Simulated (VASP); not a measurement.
Here is a VASP 6.6.1 calculation.

File INCAR:

```
ALGO = Normal
EDIFF = 1E-6
ENCUT = 520
GGA = PE
ISIF = 2
ISMEAR = 0
LASPH = True
LCHARG = False
LREAL = False
LWAVE = False
NBANDS = 66
NELM = 100
PREC = Accurate
SIGMA = 0.1
```

KPOINTS

```
k-points
0
Gamma
  3 3 4
```

File POSCAR:

```
Ge
1.0
    7.9532987666      0.0000000000      0.0000000000
   -3.9766493833      6.8877587758      0.0000000000
    0.0000000000      0.0000000000      3.0784343313
Ge
8
Direct
    0.3345685832      0.0000000000      0.1043580010
    0.0000000000      0.3345685832      0.1043580010
    0.6654314168      0.6654314168      0.1043580010
    0.6654314168      0.0000000000      0.1043580010
    0.0000000000      0.6654314168      0.1043580010
    0.3345685832      0.3345685832      0.1043580010
    0.3333333333      0.6666666667      0.6038320768
    0.6666666667      0.3333333333      0.6038320768
```

Potentials or basis: VASP PAW PBE potentials, release 64 (Ge_d).

Command:

```bash
$ cat potpaw_PBE.64/Ge_d/POTCAR > POTCAR
$ mpirun -np 1 vasp_std > vasp.out
```

Task: Estimate the largest force.

Result: 0.025 eV/Å.

Task: What does it give for the pressure?

Result: 0.0 GPa.

Task: What does it give for the band gap on the k mesh?

Result: Zero (bands 56 and 57 overlap by 4.11 eV).

Forces on the atoms (eV/Å):
```
Ge   0.025  0.000 -0.001
Ge  -0.012  0.021 -0.001
Ge  -0.012 -0.021 -0.001
Ge  -0.025  0.000 -0.001
Ge   0.012 -0.021 -0.001
Ge   0.012  0.021 -0.001
Ge   0.000  0.000  0.002
Ge   0.000  0.000  0.002
```

Caveat: the k points lie up to 0.51 Å⁻¹ apart, too coarse for converged energies and pressures of a metal.
